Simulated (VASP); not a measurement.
# AgBr (Fm-3m) in VASP: further runs, part 2 of 3

VASP 6.6.1. Earlier steps stand in the parts before.

## (3) Single point, LDA

This run uses another cell than the first one, of 24.21 Å³/atom.

Contents of INCAR:

```
  PREC = Accurate
  ENCUT = 500
  EDIFF = 1E-6
  ISMEAR = 0
  SIGMA = 0.01
  LREAL = F
  LASPH = T
  NELM = 120
  ALGO = Normal
  ISIF = 2
  LWAVE = F
  LCHARG = F
  GGA = CA
  NBANDS = 16
  GGA_COMPAT = F
```

Contents of KPOINTS:

```
regular mesh
0
Gamma
  8 8 8
```

Contents of POSCAR:

```
AgBr
1.0
    0.0000000000      2.8927339603      2.8927339603
    2.8927339603      0.0000000000      2.8927339603
    2.8927339603      2.8927339603      0.0000000000
Ag Br
1 1
Direct
    0.0000000000      0.0000000000      0.0000000000
    0.5000000000      0.5000000000      0.5000000000
```

Potentials or basis: VASP PAW LDA potentials, release 64 (Ag, Br).

Run with:

```bash
$ cat potpaw_LDA.64/Ag/POTCAR potpaw_LDA.64/Br/POTCAR > POTCAR
$ mpirun -np 1 vasp_std > vasp.out
```

OUTCAR:

```text
PREC = Accurate
   ENCUT = 500
   EDIFF = 1E-6
   ISMEAR = 0
   LREAL = F
   LASPH = T
   NELM = 120
   ISIF = 2
   GGA = CA

 ion  position               nearest neighbor table
   1  0.000  0.000  0.000-   2 2.89   2 2.89   2 2.89   2 2.89   2 2.89   2 2.89
   2  0.500  0.500  0.500-   1 2.89   1 2.89   1 2.89   1 2.89   1 2.89   1 2.89

  LATTYP: Found a face centered cubic cell.
 ALAT       =     5.7854679206

  Lattice vectors:

 A1 = (   0.0000000000,   2.8927339603,   2.8927339603)
 A2 = (   2.8927339603,   0.0000000000,   2.8927339603)
 A3 = (   2.8927339603,   2.8927339603,   0.0000000000)

Analysis of symmetry for initial positions (statically):
=====================================================================
 Subroutine PRICEL returns:
 Original cell was already a primitive cell.

 Routine SETGRP: Setting up the symmetry group for a
 face centered cubic supercell.

 Subroutine GETGRP returns: Found 48 space group operations
 (whereof 48 operations were pure point group operations)
 out of a pool of 48 trial point group operations.

The static configuration has the point symmetry O_h .

Analysis of symmetry for dynamics (positions and initial velocities):
=====================================================================
 Subroutine PRICEL returns:
 Original cell was already a primitive cell.

 Routine SETGRP: Setting up the symmetry group for a
 face centered cubic supercell.

 Subroutine GETGRP returns: Found 48 space group operations
 (whereof 48 operations were pure point group operations)
 out of a pool of 48 trial point group operations.

The dynamic configuration has the point symmetry O_h .

 Subroutine INISYM returns: Found 48 space group operations
 (whereof 48 operations are pure point group operations),
 and found     1 'primitive' translations

----------------------------------------------------------------------------------------

                                     Primitive cell

  volume of cell :      48.4123

  direct lattice vectors                    reciprocal lattice vectors
     0.000000000  2.892733960  2.892733960    -0.172846866  0.172846866  0.172846866
     2.892733960  0.000000000  2.892733960     0.172846866 -0.172846866  0.172846866
     2.892733960  2.892733960  0.000000000     0.172846866  0.172846866 -0.172846866

  length of vectors
     4.090943599  4.090943599  4.090943599     0.299379554  0.299379554  0.299379554

  position of ions in fractional coordinates (direct lattice)
     0.000000000  0.000000000  0.000000000
     0.500000000  0.500000000  0.500000000

  ion indices of the primitive-cell ions
   primitive index   ion index
                 1           1
                 2           2

----------------------------------------------------------------------------------------

 KPOINTS: regular mesh

Automatic generation of k-mesh.
 Grid dimensions read from file:
 generate k-points for:    8    8    8

 Generating k-lattice:

  Cartesian coordinates                     Fractional coordinates (reciprocal lattice)
    -0.021605858  0.021605858  0.021605858     0.125000000  0.000000000  0.000000000
     0.021605858 -0.021605858  0.021605858     0.000000000  0.125000000  0.000000000
     0.021605858  0.021605858 -0.021605858     0.000000000  0.000000000  0.125000000

  Length of vectors
     0.037422444  0.037422444  0.037422444

  Shift w.r.t. Gamma in fractional coordinates (k-lattice)
     0.000000000  0.000000000  0.000000000

 Subroutine IBZKPT returns following result:
 ===========================================

 Found     29 irreducible k-points:

 Following reciprocal coordinates:
            Coordinates               Weight
  0.000000  0.000000  0.000000      1.000000
  0.125000  0.000000  0.000000      8.000000
  0.250000  0.000000  0.000000      8.000000
  0.375000  0.000000  0.000000      8.000000
  0.500000  0.000000  0.000000      4.000000
  0.125000  0.125000  0.000000      6.000000
[... 16 lines left out ...]
  0.500000  0.250000  0.125000     48.000000
 -0.375000  0.250000  0.125000     24.000000
 [... further k-points ...]
   k-points           NKPTS =     29   k-points in BZ     NKDIM =     29   number of bands    NBANDS=     16
   number of dos      NEDOS =    301   number of ions     NIONS =      2
   total plane-waves  NPLWV =  27000
   dimension x,y,z NGX =    30 NGY =   30 NGZ =   30
   dimension x,y,z NGXF=    60 NGYF=   60 NGZF=   60
   ions per type =               1   1
   NGX,Y,Z   is equivalent  to a cutoff of  12.19, 12.19, 12.19 a.u.
   NGXF,Y,Z  is equivalent  to a cutoff of  24.38, 24.38, 24.38 a.u.
 SYSTEM =  unknown system
   PREC   = accura    normal or accurate (medium, high low for compatibility)
   ISTART =      0    job   : 0-new  1-cont  2-samecut
   ICHARG =      2    charge: 1-file 2-atom 10-const
   ISPIN  =      1    spin polarized calculation?
   LNONCOLLINEAR =      F non collinear calculations
   LSORBIT =      F    spin-orbit coupling
   LASPH  =      T    aspherical Exc in radial PAW
   ENCUT  =  500.0 eV  36.75 Ry    6.06 a.u.   7.46  7.46  7.46*2*pi/ulx,y,z
   NELM   =    120;   NELMIN=  2; NELMDL= -5     # of ELM steps
   EDIFF  = 0.1E-05   stopping-criterion for ELM
   LREAL  =      F    real-space projection
   EDIFFG = 0.1E-04   stopping-criterion for IOM
   NSW    =      0    number of steps for IOM
   IBRION =     -1    ionic relax: 0-MD 1-quasi-New 2-CG
   NFREE  =      0    steps in history (QN), initial steepest desc. (CG)
   ISIF   =      2    stress and relaxation
   ISYM   =      2    0-nonsym 1-usesym 2-fastsym
   POTIM  = 0.5000    time-step for ionic-motion
   TEBEG  =    0.0;   TEEND  =   0.0 temperature during run
   PSTRESS=    0.0 pullay stress
   NELECT =      18.0000    total number of electrons
   NUPDOWN=      -1.0000    fix difference up-down
   EMIN   =  10.00;   EMAX   =-10.00  energy-range for DOS
   EFERMI =   0.00;   METHOD = LEGACY
   ISMEAR =     0;   SIGMA  =   0.01  broadening in eV -4-tet -1-fermi 0-gaus
   EFERMI_NEDOS =   21; number of points for ismear=-14 and -15
   IALGO  =     38    algorithm
   IMIX   =      4    mixing-type and parameters
     AMIX     =   0.40;   BMIX     =  1.00
     AMIX_MAG =   1.60;   BMIX_MAG =  1.00
  volume/ion in A,a.u.               =      24.21       163.35
  Fermi-wavevector in a.u.,A,eV,Ry     =   1.177192  2.224570 18.854684  1.385780
  Thomas-Fermi vector in A             =   2.313542
   LORBIT       =      0    0 simple, 1 ext, 2 COOP (PROOUT), +10 PAW based schemes
   GGA     = CA    functional components
   LHFCALC =     F    Hartree Fock is set to
   AEXX    =    0.0000 exact exchange contribution
   IVDW    =     0    specifies the selected vdW correction
   LEPSILON=     F    determine dielectric tensor
   LRPA    =     F    only Hartree local field effects (RPA)
 non-spin polarized calculation
 Gauss-broadening in eV      SIGMA  =   0.01
  energy-cutoff  :      500.00
  volume of cell :       48.41
 maximum number of plane-waves:      1249
 NGX is ok and might be reduce to    30
   NGX = 15   NGY = 15   NGZ = 15

 number of electron      18.0000004 magnetization

 Free energy of the ion-electron system (eV)
  ---------------------------------------------------
  ext. energy  EPLUGINS =         0.00000000
  ---------------------------------------------------
  free energy    TOTEN  =        -6.32862507 eV

  energy without entropy =       -6.32862507  energy(sigma->0) =       -6.32862507

 E-fermi :   3.2535     XC(G=0): -10.1594

 val. band max:        3.2017009892   @ k =   0.5000   0.0000   0.0000
 cond. band min:       3.6157036837   @ k =   0.0000   0.0000   0.0000
 fundamental gap:      0.4140026946
 Fermi energy:         3.2534950219

 k-point     1 :       0.0000    0.0000    0.0000
  band No.  band energies     occupation
      1     -11.7444      2.00000
      2       0.4344      2.00000
      3       0.4344      2.00000
      4       0.4362      2.00000
      5       0.4362      2.00000
      6       0.4362      2.00000
[... 8 lines left out ...]
     15      14.6224      0.00000
     16      14.6224      0.00000
[... 419 lines left out ...]
 k-point    24 :      -0.3750    0.2500    0.1250
  band No.  band energies     occupation
      1     -11.2882      2.00000
      2      -1.5365      2.00000
      3      -0.7855      2.00000
      4      -0.7569      2.00000
      5       0.6848      2.00000
      6       0.7412      2.00000
[... 8 lines left out ...]
     15      15.5660      0.00000
     16      17.3610      0.00000

 [... further k-points ...]

------------------------ aborting loop because EDIFF is reached ----------------------------------------

  FORCE on cell =-STRESS in cart. coord.  units (eV):
  Direction    XX          YY          ZZ          XY          YZ          ZX
  --------------------------------------------------------------------------------------
  -------------------------------------------------------------------------------------
  Total       -1.5151681     -1.5151681     -1.5151681     -0.0000000      0.0000000      0.0000000
  in kB      -50.1436486    -50.1436486    -50.1436486     -0.0000000      0.0000000      0.0000000
  external PRESSURE =     -50.1436486 kB  Pullay stress =       0.0000000 kB

 VOLUME and BASIS-vectors are now :
 -----------------------------------------------------------------------------
  energy-cutoff  :      500.00
  volume of cell :       48.41
      direct lattice vectors                 reciprocal lattice vectors
     0.000000000  2.892733960  2.892733960    -0.172846866  0.172846866  0.172846866
     2.892733960  0.000000000  2.892733960     0.172846866 -0.172846866  0.172846866
     2.892733960  2.892733960  0.000000000     0.172846866  0.172846866 -0.172846866

 POSITION                                       TOTAL-FORCE (eV/Angst)
 -----------------------------------------------------------------------------------
      0.00000      0.00000      0.00000         0.000000     -0.000000      0.000000
      2.89273      2.89273      2.89273        -0.000000      0.000000     -0.000000
 -----------------------------------------------------------------------------------
    total drift:                               -0.000000      0.000000      0.000000

  FREE ENERGIE OF THE ION-ELECTRON SYSTEM (eV)
  ---------------------------------------------------
  free  energy   TOTEN  =        -6.3286250673 eV

  energy  without entropy=       -6.3286250673  energy(sigma->0) =       -6.32862507
```

OSZICAR:

```text
N       E                     dE             d eps       ncg     rms          rms(c)
DAV:   1     0.967395349964E+02    0.96740E+02   -0.80434E+03   928   0.955E+02
DAV:   2    -0.285325926896E+01   -0.99593E+02   -0.92412E+02  1120   0.212E+02
DAV:   3    -0.642404823058E+01   -0.35708E+01   -0.35612E+01  1128   0.419E+01
DAV:   4    -0.644369744414E+01   -0.19649E-01   -0.19648E-01  1192   0.338E+00
DAV:   5    -0.644388120401E+01   -0.18376E-03   -0.18376E-03  1120   0.318E-01    0.578E+00
DAV:   6    -0.633629182127E+01    0.10759E+00   -0.20325E-01  1160   0.633E+00    0.394E+00
DAV:   7    -0.633020491695E+01    0.60869E-02   -0.36034E-02   984   0.132E+00    0.157E+00
DAV:   8    -0.632872302301E+01    0.14819E-02   -0.26699E-03  1224   0.495E-01    0.244E-01
DAV:   9    -0.632862266448E+01    0.10036E-03   -0.28576E-04  1096   0.199E-01    0.442E-02
DAV:  10    -0.632862375294E+01   -0.10885E-05   -0.13409E-05  1136   0.529E-02    0.173E-02
DAV:  11    -0.632862526677E+01   -0.15138E-05   -0.37581E-06  1072   0.141E-02    0.433E-03
DAV:  12    -0.632862506731E+01    0.19946E-06   -0.30367E-07   544   0.496E-03
   1 F= -.63286251E+01 E0= -.63286251E+01  d E =-.197127E-15
```

stdout:

```text
POSCAR found type information on POSCAR AgBr
 POSCAR found :  2 types and       2 ions
 scaLAPACK will be used
 LDA part: xc-table for (Slater(with rela. corr.)+CA(PZ))
 , standard interpolation
 POSCAR, INCAR and KPOINTS ok, starting setup
 FFT: planning ... GRIDC
 FFT: planning ... GRID_SOFT
 FFT: planning ... GRID
 WAVECAR not read
 entering main loop
```

Run time: 20 s. Hardware: 1 thread of Intel Xeon 8259CL, shared host; peak memory 0.16 GiB.

What came out:

| Property | Result |
| --- | --- |
| Free energy | -6.3286 eV |
| Pressure | -5.0 GPa |
| Band gap on the k mesh | 0.41 eV (least direct gap 2.26 eV) |

Caveat: the cell stands under tension.

(Part 2 of 3 ends here.)
